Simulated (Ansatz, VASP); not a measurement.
**Two plane-wave programs on BaTe**

The input INCAR:

```
ALGO = Normal ; EDIFF = 1E-6
ENCUT = 520 ; GGA = PS
ISIF = 2 ; ISMEAR = 0
LASPH = True ; LCHARG = False
LREAL = False ; LWAVE = False
NBANDS = 15 ; NELM = 100
PREC = Accurate ; SIGMA = 0.02
```

File KPOINTS:

```
k-points
0
Gamma
  8 8 8
```

Contents of POSCAR:

```
BaTe
1.0
   -0.1364000000      3.4966481000      3.4966481000
    3.4966481000     -0.1364000000      3.4966481000
    3.4966481000      3.4966481000     -0.1364000000
Ba Te
1 1
Direct
    0.0211638662      0.0211638662      0.0211638662
    0.4788361338      0.4788361338      0.4788361338
```

Input for Ansatz:

```yaml
crystal:
  lattice:
    - [-0.1364, 3.4966481, 3.4966481]
    - [3.4966481, -0.1364, 3.4966481]
    - [3.4966481, 3.4966481, -0.1364]
  atoms:
    - { symbol: Ba, position: [0.0211638662, 0.0211638662, 0.0211638662] }
    - { symbol: Te, position: [0.4788361338, 0.4788361338, 0.4788361338] }
basis:
  ecutwfc: 420
kpoints:
  mp_grid: { grid: [8, 8, 8] }
hamiltonian:
  xc: pbesol
scf:
  occupations: { method: gaussian, width: 0.02 }
output:
  forces: true
  stress: true
  eigenvalues: true
```

Alike in both runs: task single point; functional PBEsol; k mesh 8 × 8 × 8; occupations gaussian, width 0.02 eV; no spin polarisation.

|  | VASP | Ansatz |
| --- | --- | --- |
| version | VASP 6.6.1 | Ansatz 0.2.0 |
| potentials or method | VASP PAW PBE potentials, release 64 (Ba_sv, Te), cutoff 520 eV | scalar-relativistic, plane waves, PAW |
| valence electrons in the cell | 16 | 26 |

Ansatz gave:

```
gap on the k mesh at the Fermi level (eV)                     : 2.13
least direct gap on the mesh (eV)                             : 2.53
pressure (GPa)                                                : -0.8
traceless stress, the component that is largest in VASP (GPa) : -0.10
rms of the force components (eV/Å)                            : 0.419
```

Task: What did VASP give for the same quantities?

Result: gap on the k mesh at the Fermi level (eV): 2.09; least direct gap on the mesh (eV): 2.51; pressure (GPa): -0.5; traceless stress, the component that is largest in VASP (GPa): -0.14; rms of the force components (eV/Å): 0.444.

VASP's potentials were made for PBE, not for PBEsol. Atom by atom the forces differ by 0.025 eV/Å (rms over components). VASP's potentials hold 16 valence electrons a cell and Ansatz's 26, so a difference there can come from the potentials and not from the codes.

Spin-orbit coupling is off throughout.
